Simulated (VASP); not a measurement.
Set up this calculation in VASP 6.6.1, as the native input.

```yaml
Task: single point
Functional: PBE
Potentials_or_basis: VASP PAW PBE potentials, release 64 (Cd, As)
Cutoff: 520 eV
k_mesh: 14 × 14 × 1
Occupations: gaussian, width 0.1 eV
Spin: no spin polarisation
Dipole_correction: yes
Further_INCAR_settings: ALGO = Normal; EDIFF = 1e-07; NBANDS = 16
```

The structure of CdAs lies in POSCAR:

```
CdAs
1.0
    3.7969714621      0.0000000000      0.0000000000
    0.0000000000      3.7969714621      0.0000000000
    0.0000000000      0.0000000000     23.8000000000
Cd As
1 1
Direct
    0.0000000000      0.0000000000      0.2941176471
    0.5000000000      0.5000000000      0.2941176471
```

One way to write it, as run:

INCAR

```
SYSTEM = CdAs
ALGO = Normal
DIPOL = 0.5 0.5 0.294
EDIFF = 1E-7
ENCUT = 520
GGA = PE
IDIPOL = 3
ISIF = 2
ISMEAR = 0
LASPH = .TRUE.
LCHARG = .FALSE.
LDIPOL = .TRUE.
LREAL = .FALSE.
LWAVE = .FALSE.
NBANDS = 16
NELM = 100
PREC = Accurate
SIGMA = 0.1
```

KPOINTS

```
k-points
0
G
  14 14 1
  0 0 0
```

Potentials or basis: VASP PAW PBE potentials, release 64 (Cd, As).

Run with:

```console
$ cat potpaw_PBE.64/Cd/POTCAR potpaw_PBE.64/As/POTCAR > POTCAR
$ mpirun -np 1 vasp_std > vasp.out
```

Run time: 110 s on 1 thread of Intel(R) Xeon(R) 6975P-C (Granite Rapids) (shared host), peak memory 0.5 GiB.
